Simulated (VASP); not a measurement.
KF:

```
K F
1.0
     0.00000    2.93540    2.93540
     2.93540    0.00000    2.93540
     2.93540    2.93540    0.00000
K F
1 1
Direct
  0.00000 0.00000 0.00000
  0.25000 0.25000 0.25000
```

Base run:

* Program: VASP 6.6.1
* Functional: r2SCAN
* Potentials or basis: VASP PAW PBE potentials, release 64 (K_sv, F)
* Cutoff: 520 eV
* k mesh: 6 × 6 × 6
* Occupations: gaussian, width 0.01 eV
* Spin: no spin polarisation

Its results: band gap on the k mesh 5.74 eV, indirect (least direct gap 5.95 eV); pressure 0.0 GPa.

Question: The run is repeated on the same cell with these changes: functional from r2SCAN to PBE. What comes out?

Answer: Band gap on the k mesh 5.16 eV, indirect (least direct gap 5.37 eV); pressure 0.9 GPa.

r2SCAN gives the wider gap, since meta-GGAs in the generalised Kohn-Sham scheme recover part of the derivative discontinuity.

Caveats: the PAW data sets were made with another functional, which shifts forces and pressure a little (some runs).

A k mesh can miss the band edges.
